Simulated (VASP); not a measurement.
## B12W: single point with PBE

Crystal: B12W.

```
B W
1.0
     0.00000    4.05621    4.05621
     4.05621    0.00000    4.05621
     4.05621    4.05621    0.00000
B W
12 1
Cartesian
  3.2551 2.0281 2.0281
  0.8011 2.0281 2.0281
  2.0281 3.2551 2.0281
  2.0281 0.8011 2.0281
  2.0281 2.0281 3.2551
  2.0281 2.0281 0.8011
  4.8573 6.0843 6.0843
  7.3113 6.0843 6.0843
  6.0843 4.8573 6.0843
  6.0843 7.3113 6.0843
  6.0843 6.0843 4.8573
  6.0843 6.0843 7.3113
  0.0000 0.0000 0.0000
```

The cell was generated, and may not be a known phase.

```yaml
Program: VASP 6.6.1
Task: single point
Functional: PBE
Potentials_or_basis: VASP PAW PBE potentials, release 64 (B, W_sv)
Cutoff: 520 eV
k_mesh: 8 × 8 × 8
Occupations: gaussian, width 0.1 eV
Spin: no spin polarisation
```

- Pressure: 0.0 GPa
- Largest force: 0.017 eV/Å
- Band gap on the k mesh: zero (bands 25 and 26 overlap by 0.20 eV)

Forces on the atoms (eV/Å):
```
B    0.017  0.000  0.000
B   -0.017  0.000  0.000
B    0.000  0.017  0.000
B    0.000 -0.017  0.000
B    0.000  0.000  0.017
B    0.000  0.000 -0.017
B   -0.017  0.000  0.000
B    0.017  0.000  0.000
B    0.000 -0.017  0.000
B    0.000  0.017  0.000
B    0.000  0.000 -0.017
B    0.000  0.000  0.017
W    0.000  0.000  0.000
```

Levels at points of the mesh, in eV from the Fermi level:
| k point | band 21 | band 22 | band 23 | band 24 | band 25 | band 26 | band 27 | band 28 | band 29 | band 30 |
| --- | --- | --- | --- | --- | --- | --- | --- | --- | --- | --- |
| (0.00, 0.00, 0.00) | -0.88 | -0.56 | -0.56 | -0.56 | 0.06 | 0.06 | 1.54 | 1.69 | 1.69 | 1.69 |
| (0.50, 0.00, 0.00) | -2.11 | -2.00 | -2.00 | -1.61 | 0.02 | 0.02 | 0.48 | 1.08 | 1.08 | 3.48 |
| (0.50, 0.50, 0.00) | -1.61 | -1.44 | -1.19 | -1.19 | 0.17 | 0.23 | 0.70 | 1.21 | 1.21 | 2.72 |

Run time: 85 s on 1 thread of Intel(R) Xeon(R) 6975P-C (Granite Rapids), with other jobs on the host, peak memory 0.37 GiB.

Caveat: spin-orbit coupling is left out, which moves the levels of the heavy elements.
